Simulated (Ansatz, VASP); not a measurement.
Two plane-wave programs on Ir

INCAR

```
SYSTEM = Ir
PREC     = Accurate       ! precision mode
ENCUT    = 560            ! plane-wave cutoff, eV
EDIFF    = 1E-6           ! SCF threshold, eV
ISMEAR   = 0              ! smearing method
SIGMA    = 0.01           ! smearing width, eV
LREAL    = .False.        ! projectors in reciprocal space
LASPH    = .True.         ! aspherical terms in the spheres
NELM     = 120            ! most SCF steps
ALGO     = Normal         ! electronic algorithm
ISIF     = 2              ! what is computed and relaxed
LWAVE    = .False.        ! write WAVECAR
LCHARG   = .True.         ! write CHGCAR
GGA      = CA             ! functional
LELF     = .True.         ! ELF
LVHAR    = .True.       
NBANDS   = 14             ! bands
GGA_COMPAT= .False.
```

The input KPOINTS:

```
regular mesh
0
Gamma
  14 14 14
  0 0 0
```

Contents of POSCAR:

```
Ir
1.0
    0.0000000000      1.9060927672      1.9060927672
    1.9060927672      0.0000000000      1.9060927672
    1.9060927672      1.9060927672      0.0000000000
Ir
1
Direct
    0.0000000000      0.0000000000      0.0000000000
```

Input for Ansatz:

```yaml
crystal:
  lattice:
    - [0.0, 1.9060927672, 1.9060927672]
    - [1.9060927672, 0.0, 1.9060927672]
    - [1.9060927672, 1.9060927672, 0.0]
  atoms:
    - { symbol: Ir, position: [0.0, 0.0, 0.0] }
hamiltonian:
  xc: lda
  pseudopotentials:
    kind: paw
    azcp:
      Ir: "pseudopotentials/Ir.paw.azcp"
basis:
  ecutwfc: 420
  fft_grid_basis: typed
kpoints:
  mp_grid: { grid: [14, 14, 14], shift: [0, 0, 0] }
magnetization:
  spin_polarized: false
scf:
  occupations: { method: gaussian, width: 0.01 }
  lower_state_search: "off"
output:
  stress: true
```

Alike in both runs: task single point; functional LDA; k mesh 14 × 14 × 14; occupations gaussian, width 0.01 eV; no spin polarisation.

|  | VASP | Ansatz |
| --- | --- | --- |
| version | VASP 6.6.1 | Ansatz 0.2.0 |
| potentials or method | VASP PAW LDA potentials, release 64 (Ir_sv_GW), cutoff 560 eV | plane waves (420 eV) with PAW, scalar-relativistic |
| valence electrons in the cell | 17 | 17 |

VASP gave:

* pressure (GPa): -0.5

**Question.** Which values does Ansatz return?

**Answer.** Pressure (GPa): -0.2.

Ansatz warns that its potentials were made for another functional, while VASP's fit it. LDA's correlation is that of Perdew and Zunger in VASP and of Perdew and Wang (1992) in Ansatz.

Neither program's run includes spin-orbit coupling.
